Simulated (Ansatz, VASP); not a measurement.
**Sn2PbS3 in VASP and in Ansatz**

```xyz
6
Lattice="4.1739 0.0000 0.0000 -2.0869 3.6147 0.0000 0.0000 0.0000 10.2287" Properties=species:S:1:pos:R:3 pbc="T T T"
Sn    0.0000    2.4098    6.7878
Sn    2.0869    1.2049    3.4409
Pb    0.0000    0.0000    0.0000
S     2.0869    1.2049    8.4497
S     0.0000    0.0000    5.1144
S     0.0000    2.4098    1.7790
```

Alike in both runs: task single point; functional PBE; k mesh 6 × 6 × 2; occupations gaussian, width 0.1 eV; no spin polarisation.

|  | VASP | Ansatz |
| --- | --- | --- |
| version | VASP 6.6.1 | Ansatz 0.2.0 |
| potentials or method | VASP PAW PBE potentials, release 64 (Sn_d, Pb_d, S), cutoff 520 eV | scalar-relativistic, plane waves, PAW |
| valence electrons in the cell | 60 | 60 |

VASP gave:

* gap on the k mesh at the Fermi level (eV): 0.15
* least direct gap on the mesh (eV): 0.15
* pressure (GPa): -0.4
* rms of the force components (eV/Å): 0.004

Question: Estimate Ansatz's values.

Answer: gap on the k mesh at the Fermi level (eV): 0.16; least direct gap on the mesh (eV): 0.16; pressure (GPa): -0.3; rms of the force components (eV/Å): 0.004.

Atom by atom the forces differ by 0.001 eV/Å (rms over components).

Neither program's run includes spin-orbit coupling.
